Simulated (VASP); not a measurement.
Set up this calculation in VASP 6.6.1, as the native input.

```
Task                   : single point
Functional             : revPBE
Potentials or basis    : VASP PAW PBE potentials, release 64 (Ti_sv)
Cutoff                 : 500 eV
k mesh                 : 11 × 11 × 11
Occupations            : fermi-dirac, width 0.05 eV
Spin                   : no spin polarisation
Dipole correction      : no
Further INCAR settings : ALGO = Normal; EDIFF = 1e-06; NBANDS = 12
```

The structure of Ti lies in POSCAR:

```
Ti
1.0
   -1.6398776937      1.6398776937      1.6398776937
    1.6398776937     -1.6398776937      1.6398776937
    1.6398776937      1.6398776937     -1.6398776937
Ti
1
Direct
    0.0000000000      0.0000000000      0.0000000000
```

One way to write it, as run:

INCAR

```
SYSTEM = Ti
PREC = Accurate
ENCUT = 500
EDIFF = 1E-6
ISMEAR = -1
SIGMA = 0.05
LREAL = .False.
LASPH = .True.
NELM = 120
ALGO = Normal
ISIF = 2
LWAVE = .False.
LCHARG = .True.
GGA = RE
LELF = .True.
LVHAR = .True.
NBANDS = 12
GGA_COMPAT = .False.
```

KPOINTS

```
regular mesh
0
Gamma
  11 11 11
  0 0 0
```

Potentials or basis: VASP PAW PBE potentials, release 64 (Ti_sv).

Launch:

```sh
$ cat potpaw_PBE.64/Ti_sv/POTCAR > POTCAR
$ mpirun -np 1 vasp_std > vasp.out
```

Results of the run:

```
Pressure               : -0.3 GPa
Band gap on the k mesh : zero (band 6 reaches 9.01 eV, above the bottom of band 7 at 7.43 eV)
```

Caveat: the PAW data sets were made with another functional, which shifts forces and pressure a little.

Run time: 7.3 s on 1 thread of AMD EPYC 9R45 96-Core Processor (Zen 5), with other jobs on the host, peak memory 0.11 GiB.
